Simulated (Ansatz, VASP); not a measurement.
**Two plane-wave programs on Al2BN3**

```
CELL_PARAMETERS angstrom
3.20461 0.00000 0.00000
-1.60230 2.77527 0.00000
0.00000 0.00000 7.84966
ATOMIC_POSITIONS crystal
Al 0.00000 0.00000 0.00000
Al 0.66667 0.33333 0.33333
B 0.33333 0.66667 0.66667
N 0.66667 0.33333 0.08333
N 0.33333 0.66667 0.41667
N 0.00000 0.00000 0.75000
```

Alike in both runs: task single point; functional PBE; k mesh 6 × 6 × 2; occupations gaussian, width 0.1 eV; no spin polarisation.

```csv
,VASP,Ansatz
version,VASP 6.6.1,Ansatz 0.2.0
potentials or method,"VASP PAW PBE potentials, release 64 (Al, B, N), cutoff 520 eV","scalar-relativistic, plane waves, PAW"
valence electrons in the cell,24,24
```

```tsv
	VASP	Ansatz	Ansatz less VASP
gap on the k mesh at the Fermi level (eV)	2.16	2.15	-0.004
least direct gap on the mesh (eV)	2.16	2.15	-0.004
rms of the force components (eV/Å)	0.701	0.704	+0.0037
```

Atom by atom the forces differ by 0.004 eV/Å (rms over components).
